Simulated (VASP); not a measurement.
# C4N (Im-3m) in VASP: notebook

Runs on C4N. Level: PBE+D3(BJ). Tasks: single point, relaxation of cell and atoms.

Everything below comes from runs of VASP 6.6.1. Logs are shortened: lines on timing, memory, paths and dates and some standing lists are left out, and cuts for length are marked.

## Step 1: The cell of the first run

It takes space group Im-3m (No. 229, cubic). The conventional cell has a = 4.239 Å, b = 4.239 Å, c = 4.239 Å, α = 90.00°, β = 90.00°, γ = 90.00°. Within 2.4 Å of C (site symmetry -3m) lie 2 N at 1.84 Å and 6 C at 2.12 Å. Within 2.4 Å of N (site symmetry m-3m) lie 8 C at 1.84 Å.

## Step 2: Single point, PBE+D3(BJ)

File INCAR:

```
SYSTEM = C4N
ALGO = Normal
EDIFF = 1E-6
ENCUT = 520
GGA = PE
ISIF = 2
ISMEAR = 0
IVDW = 12
LASPH = .True.
LCHARG = .False.
LREAL = .False.
LWAVE = .False.
NBANDS = 18
NELM = 100
PREC = Accurate
SIGMA = 0.1
```

File KPOINTS:

```
k-points
0
Gamma
  12 12 12
  0 0 0
```

File POSCAR:

```
C4N
1.0
   -2.1194959654      2.1194959654      2.1194959654
    2.1194959654     -2.1194959654      2.1194959654
    2.1194959654      2.1194959654     -2.1194959654
C N
4 1
Direct
    0.0000000000      0.0000000000      0.5000000000
    0.5000000000      0.0000000000      0.0000000000
    0.5000000000      0.5000000000      0.5000000000
    0.0000000000      0.5000000000      0.0000000000
    0.0000000000      0.0000000000      0.0000000000
```

Potentials or basis: VASP PAW PBE potentials, release 64 (C, N).

Command:

```sh
cat potpaw_PBE.64/C/POTCAR potpaw_PBE.64/N/POTCAR > POTCAR
mpirun -np 1 vasp_std > vasp.out
```

OUTCAR:

```text
SYSTEM = C4N
   EDIFF = 1E-6
   ENCUT = 520
   GGA = PE
   ISIF = 2
   ISMEAR = 0
   IVDW = 12
   LASPH = .True.
   LREAL = .False.
   NELM = 100
   PREC = Accurate
 IVDW          = 12

 ion  position               nearest neighbor table
   1  0.000  0.000  0.500-   5 1.84   5 1.84
   2  0.500  0.000  0.000-   5 1.84   5 1.84
   3  0.500  0.500  0.500-   5 1.84   5 1.84
   4  0.000  0.500  0.000-   5 1.84   5 1.84
   5  0.000  0.000  0.000-   1 1.84   2 1.84   3 1.84   4 1.84   1 1.84   4 1.84   2 1.84   3 1.84

  LATTYP: Found a body centered cubic cell.
 ALAT       =     4.2389919308

  Lattice vectors:

 A1 = (  -2.1194959654,   2.1194959654,   2.1194959654)
 A2 = (   2.1194959654,  -2.1194959654,   2.1194959654)
 A3 = (   2.1194959654,   2.1194959654,  -2.1194959654)

Analysis of symmetry for initial positions (statically):
=====================================================================
 Subroutine PRICEL returns:
 Original cell was already a primitive cell.

 Routine SETGRP: Setting up the symmetry group for a
 body centered cubic supercell.

 Subroutine GETGRP returns: Found 48 space group operations
 (whereof 48 operations were pure point group operations)
 out of a pool of 48 trial point group operations.

The static configuration has the point symmetry O_h .

Analysis of symmetry for dynamics (positions and initial velocities):
=====================================================================
 Subroutine PRICEL returns:
 Original cell was already a primitive cell.

 Routine SETGRP: Setting up the symmetry group for a
 body centered cubic supercell.

 Subroutine GETGRP returns: Found 48 space group operations
 (whereof 48 operations were pure point group operations)
 out of a pool of 48 trial point group operations.

The dynamic configuration has the point symmetry O_h .

 Subroutine INISYM returns: Found 48 space group operations
 (whereof 48 operations are pure point group operations),
 and found     1 'primitive' translations

----------------------------------------------------------------------------------------

                                     Primitive cell

  volume of cell :      38.0853

[... 92 lines left out ...]
   ENCUT  =  520.0 eV  38.22 Ry    6.18 a.u.   6.83  6.83  6.83*2*pi/ulx,y,z
   NELM   =    100;   NELMIN=  2; NELMDL= -5     # of ELM steps
   EDIFF  = 0.1E-05   stopping-criterion for ELM
   LREAL  =      F    real-space projection
   EDIFFG = 0.1E-04   stopping-criterion for IOM
   NSW    =      0    number of steps for IOM
   IBRION =     -1    ionic relax: 0-MD 1-quasi-New 2-CG
   NFREE  =      0    steps in history (QN), initial steepest desc. (CG)
   ISIF   =      2    stress and relaxation
   ISYM   =      2    0-nonsym 1-usesym 2-fastsym
   POTIM  = 0.5000    time-step for ionic-motion
   TEBEG  =    0.0;   TEEND  =   0.0 temperature during run
   PSTRESS=    0.0 pullay stress
   NELECT =      21.0000    total number of electrons
   NUPDOWN=      -1.0000    fix difference up-down
   EMIN   =  10.00;   EMAX   =-10.00  energy-range for DOS
   EFERMI =   0.00;   METHOD = LEGACY
   ISMEAR =     0;   SIGMA  =   0.10  broadening in eV -4-tet -1-fermi 0-gaus
   EFERMI_NEDOS =   21; number of points for ismear=-14 and -15
   IALGO  =     38    algorithm
   IMIX   =      4    mixing-type and parameters
     AMIX     =   0.40;   BMIX     =  1.00
     AMIX_MAG =   1.60;   BMIX_MAG =  1.00
  volume/ion in A,a.u.               =       7.62        51.40
  Fermi-wavevector in a.u.,A,eV,Ry     =   1.342441  2.536846 24.519725  1.802149
  Thomas-Fermi vector in A             =   2.470595
   LORBIT       =      0    0 simple, 1 ext, 2 COOP (PROOUT), +10 PAW based schemes
   GGA     = PE    functional components
   LHFCALC =     F    Hartree Fock is set to
   AEXX    =    0.0000 exact exchange contribution
   IVDW    =    12    specifies the selected vdW correction
   LEPSILON=     F    determine dielectric tensor
   LRPA    =     F    only Hartree local field effects (RPA)
 non-spin polarized calculation
 Gauss-broadening in eV      SIGMA  =   0.10
  energy-cutoff  :      520.00
  volume of cell :       38.09
 maximum number of plane-waves:      1055
   NGX = 13   NGY = 13   NGZ = 13

 number of electron      21.0000001 magnetization

 Free energy of the ion-electron system (eV)
  ---------------------------------------------------
  ext. energy  EPLUGINS =         0.00000000
  ---------------------------------------------------
  free energy    TOTEN  =       -24.56514250 eV

  energy without entropy =      -24.55536910  energy(sigma->0) =      -24.56025580

 E-fermi :   6.6347     XC(G=0): -12.2410

 val. band max:        6.6228267226   @ k =   0.5000   0.0000   0.0000
 cond. band min:       6.6348377007   @ k =   0.2500   0.1667   0.0833
 fundamental gap:      0.0120109781
 Fermi energy:         6.6346526927

 k-point     1 :       0.0000    0.0000    0.0000
  band No.  band energies     occupation
      1     -13.9873      2.00000
      2      -2.7521      2.00000
      3      -2.7521      2.00000
      4      -2.7521      2.00000
      5      -2.2535      2.00000
      6       0.2588      2.00000
[... 481 lines left out ...]
      5      -1.2992      2.00000
      6      -0.5169      2.00000
[... 10 lines left out ...]
     17      11.6239      0.00000
     18      12.2371      0.00000

 [... further k-points ...]

------------------------ aborting loop because EDIFF is reached ----------------------------------------

 Edisp (eV)   -0.88780

 E8    (eV) :    -0.2501

  FORCE on cell =-STRESS in cart. coord.  units (eV):
  Direction    XX          YY          ZZ          XY          YZ          ZX
  --------------------------------------------------------------------------------------
  -------------------------------------------------------------------------------------
  Total      -0.00133    -0.00133    -0.00133     0.00000     0.00000     0.00000
  in kB      -0.05604    -0.05604    -0.05604     0.00000     0.00000     0.00000
  external pressure =       -0.06 kB  Pullay stress =        0.00 kB

 VOLUME and BASIS-vectors are now :
 -----------------------------------------------------------------------------
  energy-cutoff  :      520.00
  volume of cell :       38.09
      direct lattice vectors                 reciprocal lattice vectors
    -2.119495965  2.119495965  2.119495965     0.000000000  0.235905144  0.235905144
     2.119495965 -2.119495965  2.119495965     0.235905144  0.000000000  0.235905144
     2.119495965  2.119495965 -2.119495965     0.235905144  0.235905144  0.000000000

 POSITION                                       TOTAL-FORCE (eV/Angst)
 -----------------------------------------------------------------------------------
      1.05975      1.05975     -1.05975         0.000000     -0.000000     -0.000000
     -1.05975      1.05975      1.05975         0.000000     -0.000000      0.000000
      1.05975      1.05975      1.05975        -0.000000     -0.000000      0.000000
      1.05975     -1.05975      1.05975        -0.000000      0.000000     -0.000000
      0.00000      0.00000      0.00000        -0.000000      0.000000      0.000000
 -----------------------------------------------------------------------------------
    total drift:                               -0.000000     -0.000000      0.000000

  FREE ENERGIE OF THE ION-ELECTRON SYSTEM (eV)
  ---------------------------------------------------
  free  energy   TOTEN  =       -25.4529381888 eV

  energy  without entropy=      -25.4431647882  energy(sigma->0) =      -25.44805149
```

Run time: 42 s. Hardware: 1 thread of Intel Xeon Platinum 8259CL at 2.50GHz (Skylake/Cascade Lake), shared host; peak memory 0.19 GiB.

What came out:

* Free energy: -25.4529 eV
* Pressure: 0.0 GPa
* Dispersion energy per atom: -0.178 eV

Levels at points of the mesh, in eV from the Fermi level:
| k point | band 6 | band 7 | band 8 | band 9 | band 10 | band 11 | band 12 | band 13 | band 14 | band 15 |
| --- | --- | --- | --- | --- | --- | --- | --- | --- | --- | --- |
| (0.00, 0.00, 0.00) | -6.38 | -6.38 | -6.38 | -3.95 | -3.95 | -3.95 | 3.25 | 3.25 | 3.25 | 7.38 |
| (0.50, 0.00, 0.00) | -8.41 | -2.79 | -2.21 | -0.94 | -0.83 | -0.01 | 0.84 | 1.74 | 1.91 | 2.64 |
| (0.50, 0.50, 0.50) | -7.67 | -1.77 | -1.77 | -1.77 | -0.92 | 0.30 | 0.30 | 0.30 | 2.65 | 6.06 |

Caveat: pairwise dispersion overbinds metals, which lowers pressure and volume.

## Step 3: Relaxation of cell and atoms, PBE+D3(BJ)

This run uses another cell than the first one, of 11.79 Å³/atom, 1.547 times its volume.

File INCAR:

```
PREC = Accurate ; ENCUT = 600
EDIFF = 1E-6 ; ISMEAR = 0
SIGMA = 0.1 ; LREAL = F
LASPH = T ; NELM = 100
ALGO = Normal ; ISIF = 3
LWAVE = F ; LCHARG = F
GGA = PE ; IVDW = 12
IBRION = 2 ; NSW = 90
EDIFFG = -0.04
```

File KPOINTS:

```
regular mesh
0
Gamma
  6 6 6
```

Edit POSCAR of step 2 so:

```diff
@@ -2,5 +2,5 @@
 1.0
-   -2.1194959654      2.1194959654      2.1194959654
-    2.1194959654     -2.1194959654      2.1194959654
-    2.1194959654      2.1194959654     -2.1194959654
+   -2.4513989900      2.4513989900      2.4513989900
+    2.4513989900     -2.4513989900      2.4513989900
+    2.4513989900      2.4513989900     -2.4513989900
 C N
```

Potentials or basis: VASP PAW PBE potentials, release 64 (C, N).

Command:

```sh
cat potpaw_PBE.64/C/POTCAR potpaw_PBE.64/N/POTCAR > POTCAR
mpirun -np 1 vasp_std > vasp.out
```

OUTCAR:

```text
PREC = Accurate
   ENCUT = 600
   EDIFF = 1E-6
   ISMEAR = 0
   LREAL = F
   LASPH = T
   NELM = 100
   ISIF = 3
   GGA = PE
   IVDW = 12
   IBRION = 2
   NSW = 90
   EDIFFG = -0.04
 IVDW          = 12

 ion  position               nearest neighbor table
   1  0.000  0.000  0.500-
   2  0.500  0.000  0.000-
   3  0.500  0.500  0.500-
   4  0.000  0.500  0.000-
   5  0.000  0.000  0.000-

  LATTYP: Found a body centered cubic cell.
 ALAT       =     4.9027979800

  Lattice vectors:

 A1 = (  -2.4513989900,   2.4513989900,   2.4513989900)
 A2 = (   2.4513989900,  -2.4513989900,   2.4513989900)
 A3 = (   2.4513989900,   2.4513989900,  -2.4513989900)

Analysis of symmetry for initial positions (statically):
=====================================================================
 Subroutine PRICEL returns:
 Original cell was already a primitive cell.

 Routine SETGRP: Setting up the symmetry group for a
 body centered cubic supercell.

 Subroutine GETGRP returns: Found 48 space group operations
 (whereof 48 operations were pure point group operations)
 out of a pool of 48 trial point group operations.

The static configuration has the point symmetry O_h .

Analysis of symmetry for dynamics (positions and initial velocities):
=====================================================================
 Subroutine PRICEL returns:
 Original cell was already a primitive cell.

 Routine SETGRP: Setting up the symmetry group for a
 body centered cubic supercell.

 Subroutine GETGRP returns: Found 48 space group operations
 (whereof 48 operations were pure point group operations)
 out of a pool of 48 trial point group operations.

The dynamic configuration has the point symmetry O_h .

 Subroutine INISYM returns: Found 48 space group operations
 (whereof 48 operations are pure point group operations),
 and found     1 'primitive' translations

----------------------------------------------------------------------------------------

                                     Primitive cell

[... 101 lines left out ...]
   EFERMI =   0.00;   METHOD = LEGACY
   ISMEAR =     0;   SIGMA  =   0.10  broadening in eV -4-tet -1-fermi 0-gaus
   EFERMI_NEDOS =   21; number of points for ismear=-14 and -15
   IALGO  =     38    algorithm
   IMIX   =      4    mixing-type and parameters
     AMIX     =   0.40;   BMIX     =  1.00
     AMIX_MAG =   1.60;   BMIX_MAG =  1.00
  volume/ion in A,a.u.               =      11.79        79.53
  Fermi-wavevector in a.u.,A,eV,Ry     =   1.160684  2.193374 18.329591  1.347187
  Thomas-Fermi vector in A             =   2.297264
   LORBIT       =      0    0 simple, 1 ext, 2 COOP (PROOUT), +10 PAW based schemes
   GGA     = PE    functional components
   LHFCALC =     F    Hartree Fock is set to
   AEXX    =    0.0000 exact exchange contribution
   IVDW    =    12    specifies the selected vdW correction
   LEPSILON=     F    determine dielectric tensor
   LRPA    =     F    only Hartree local field effects (RPA)
 conjugate gradient relaxation of ions
 non-spin polarized calculation
 Gauss-broadening in eV      SIGMA  =   0.10
  energy-cutoff  :      600.00
  volume of cell :       58.93
 maximum number of plane-waves:      1979
 NGX is ok and might be reduce to    36
   NGX = 17   NGY = 17   NGZ = 17

--------------------------------------- Ionic step        1  -------------------------------------------

 number of electron      20.9999999 magnetization

 Free energy of the ion-electron system (eV)
  ---------------------------------------------------
  ext. energy  EPLUGINS =         0.00000000
  ---------------------------------------------------
  free energy    TOTEN  =       -21.78419709 eV

  energy without entropy =      -21.76404693  energy(sigma->0) =      -21.77412201

 E-fermi :   1.8412     XC(G=0): -10.1991

 val. band max:        1.8088094436   @ k =  -0.3333   0.5000   0.1667
 cond. band min:       1.9419200047   @ k =   0.3333   0.0000   0.0000
 fundamental gap:      0.1331105611
 Fermi energy:         1.8411604916

 k-point     1 :       0.0000    0.0000    0.0000
  band No.  band energies     occupation
      1     -13.8949      2.00000
      2      -6.6672      2.00000
      3      -4.8909      2.00000
      4      -4.8909      2.00000
      5      -4.8909      2.00000
      6      -3.6539      2.00000
      7      -3.6539      2.00000
      8      -3.6539      2.00000
      9      -0.1364      2.00000
     10      -0.1364      2.00000
     11      -0.1364      2.00000
     12       4.3198      0.00000
     13       4.3198      0.00000
     14       4.3198      0.00000
[... 553 lines left out ...]
--------------------------------------- Ionic step        8  -------------------------------------------

 number of electron      21.0000000 magnetization

 Free energy of the ion-electron system (eV)
  ---------------------------------------------------
  ext. energy  EPLUGINS =         0.00000000
  ---------------------------------------------------
  free energy    TOTEN  =       -24.45736874 eV

  energy without entropy =      -24.43800155  energy(sigma->0) =      -24.44768515

 E-fermi :   6.6159     XC(G=0): -12.2248

 val. band max:        6.5585395715   @ k =   0.5000   0.0000   0.0000
 cond. band min:       6.6595955390   @ k =   0.3333   0.1667   0.0000
 fundamental gap:      0.1010559675
 Fermi energy:         6.6158684519

 k-point     1 :       0.0000    0.0000    0.0000
  band No.  band energies     occupation
      1     -14.0153      2.00000
      2      -2.7923      2.00000
      3      -2.7923      2.00000
      4      -2.7923      2.00000
      5      -2.3134      2.00000
      6       0.2374      2.00000
      7       0.2374      2.00000
      8       0.2374      2.00000
      9       2.6801      2.00000
     10       2.6801      2.00000
     11       2.6801      2.00000
     12       9.8474      0.00000
     13       9.8474      0.00000
     14       9.8474      0.00000
[... 289 lines left out ...]
  FREE ENERGIE OF THE ION-ELECTRON SYSTEM (eV)
  ---------------------------------------------------
  free  energy   TOTEN  =       -25.3477868215 eV

  energy  without entropy=      -25.3284196380  energy(sigma->0) =      -25.33810323

 reached required accuracy - stopping structural energy minimisation
```

OSZICAR:

```text
N       E                     dE             d eps       ncg     rms          rms(c)
DAV:   1     0.622730708244E+02    0.62273E+02   -0.10504E+04   448   0.147E+03
DAV:   2    -0.161029534019E+02   -0.78376E+02   -0.76482E+02   552   0.221E+02
DAV:   3    -0.218543260263E+02   -0.57514E+01   -0.55399E+01   696   0.529E+01
[... 76 lines left out ...]
DAV:   2    -0.244581185063E+02    0.18985E-02   -0.12022E-02   636   0.906E-01    0.183E-01
DAV:   3    -0.244575329315E+02    0.58557E-03   -0.26738E-03   634   0.444E-01    0.881E-02
DAV:   4    -0.244573691226E+02    0.16381E-03   -0.62806E-04   448   0.219E-01    0.119E-02
DAV:   5    -0.244573689225E+02    0.20017E-06   -0.14702E-05   648   0.373E-02    0.782E-03
DAV:   6    -0.244573687375E+02    0.18500E-06   -0.47924E-07   224   0.712E-03
   8 F= -.25347787E+02 E0= -.25338103E+02  d E =-.514513E-03
```

CONTCAR:

```text
C4N
   1.00000000000000
    -2.1213316589244582    2.1213316589244582    2.1213316589244582
     2.1213316589244582   -2.1213316589244582    2.1213316589244582
     2.1213316589244582    2.1213316589244582   -2.1213316589244582
  C               N
     4     1
Direct
     0.0000000000000000    0.0000000000000000    0.5000000000000000
     0.5000000000000000    0.0000000000000000    0.0000000000000000
     0.5000000000000000    0.5000000000000000    0.5000000000000000
     0.0000000000000000    0.5000000000000000    0.0000000000000000
     0.0000000000000000    0.0000000000000000    0.0000000000000000

  0.00000000E+00  0.00000000E+00  0.00000000E+00
  0.00000000E+00  0.00000000E+00  0.00000000E+00
  0.00000000E+00  0.00000000E+00  0.00000000E+00
  0.00000000E+00  0.00000000E+00  0.00000000E+00
  0.00000000E+00  0.00000000E+00  0.00000000E+00
```

Wall time 1.9 min (1 thread of Intel Xeon Platinum 8259CL at 2.50GHz (Skylake/Cascade Lake), shared host); peak memory 0.21 GiB.

What came out:

| Item | Value |
| --- | --- |
| Free energy | -25.3478 eV |
| Relaxed volume | 7.64 Å³/atom |
| Relaxed cell | a = 3.674 Å, b = 3.674 Å, c = 3.674 Å, α = 109.47°, β = 109.47°, γ = 109.47° |
| Space group after relaxing (to 0.05 Å) | Im-3m (No. 229) |
| Energy gained by relaxing | 521.8 meV/atom |
| Ionic steps | 8 |
| Pressure after relaxing | 0.0 GPa |
| Dispersion energy per atom | -0.178 eV |

The path:
```tsv
step	energy change (eV)	largest force (eV/Å)	pressure (GPa)	volume (Å³)
1	0.0000	0.0000	-29.23	58.93
2	-2.3505	0.0000	-13.60	42.42
3	-2.5829	0.0000	11.25	37.44
4	-2.5588	0.0000	-10.03	39.49
5	-2.6054	0.0000	-3.70	38.49
6	-2.6085	0.0000	1.54	38.08
7	-2.6050	0.0000	-3.84	38.50
8	-2.6091	0.0000	-0.01	38.18
```

Final structure:
```yaml
crystal:
  lattice:
    - [-2.12133, 2.12133, 2.12133]
    - [2.12133, -2.12133, 2.12133]
    - [2.12133, 2.12133, -2.12133]
  atoms:
    - { symbol: C, position: [0.00000, 0.00000, 0.50000] }
    - { symbol: C, position: [0.50000, 0.00000, 0.00000] }
    - { symbol: C, position: [0.50000, 0.50000, 0.50000] }
    - { symbol: C, position: [0.00000, 0.50000, 0.00000] }
    - { symbol: N, position: [0.00000, 0.00000, 0.00000] }
```

Levels at points of the mesh, in eV from the Fermi level:
```
           k point  band 9  band 10  band 11  band 12  band 13  band 14
(0.00, 0.00, 0.00)   -3.94    -3.94    -3.94     3.23     3.23     3.23
(0.50, 0.00, 0.00)   -0.98    -0.82    -0.06     0.84     1.71     1.92
(0.50, 0.50, 0.50)   -1.76    -0.94     0.24     0.24     0.24     2.60
```

Caveat: the volume moved by over 15 % at a fixed basis, so the end points are rough; pairwise dispersion overbinds metals, which lowers pressure and volume.
